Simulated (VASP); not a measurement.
## CaO: single point with PBEsol

Crystal: CaO.

```
Ca O
1.0
     0.00000    2.38357    2.38357
     2.38357    0.00000    2.38357
     2.38357    2.38357    0.00000
Ca O
1 1
Direct
  0.00000 0.00000 0.00000
  0.50000 0.50000 0.50000
```

* Program: VASP 6.6.1
* Task: single point
* Functional: PBEsol
* Potentials or basis: VASP PAW PBE potentials, release 64 (Ca_sv, O)
* Cutoff: 520 eV
* k mesh: 10 × 10 × 10
* Occupations: gaussian, width 0.2672 eV
* Spin: no spin polarisation

```
Pressure               : 0.6 GPa
Band gap on the k mesh : 3.52 eV (least direct gap 3.89 eV)
```

Levels at points of the mesh, in eV from the valence-band top:
```csv
k point,band 6,band 7,band 8,band 9,band 10,band 11
"(0.00, 0.00, 0.00)",0.00,0.00,0.00,4.76,6.25,6.25
"(0.50, 0.00, 0.00)",-2.75,-1.27,-1.27,7.13,8.51,8.51
"(0.50, 0.50, 0.00)",-1.31,-0.37,-0.37,3.52,8.23,9.07
```

Wall time 52 s on 1 thread of AMD EPYC 7R43 64-Core Processor (Zen 3) (shared host), peak memory 0.13 GiB.

Caveat: the PAW data sets were made with another functional, which shifts forces and pressure a little. A k mesh can miss the band edges.
